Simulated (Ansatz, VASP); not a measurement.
One calculation of Zn3O, two programs

```
Zn O
1.0
     3.09816    0.00000    0.00000
    -1.54908    2.68309    0.00000
     0.00000    0.00000    6.88604
Zn O
3 1
Direct
  0.00000 0.00000 0.06320
  0.33333 0.66667 0.64955
  0.66667 0.33333 0.36869
  0.33333 0.66667 0.92857
```

Alike in both runs: task relaxation of cell and atoms; functional PBE; k mesh 12 × 12 × 6; occupations gaussian, width 0.1 eV; no spin polarisation.

|  | VASP | Ansatz |
| --- | --- | --- |
| version | VASP 6.6.1 | Ansatz 0.2.0 |
| potentials or method | VASP PAW PBE potentials, release 64 (Zn, O), cutoff 600 eV | scalar-relativistic, plane waves, PAW |
| valence electrons in the cell | 42 | 42 |

```tsv
	VASP	Ansatz	Ansatz less VASP
gap on the k mesh at the Fermi level, each at its own relaxed structure (eV)	none	none	-
relaxed volume (Å³/atom)	14.38	14.31	-0.067
relaxed cell length with the largest relative difference (Å)	3.104	3.098	-0.0057
```

A gap of «none» marks a metal or a gap that the smearing closes.
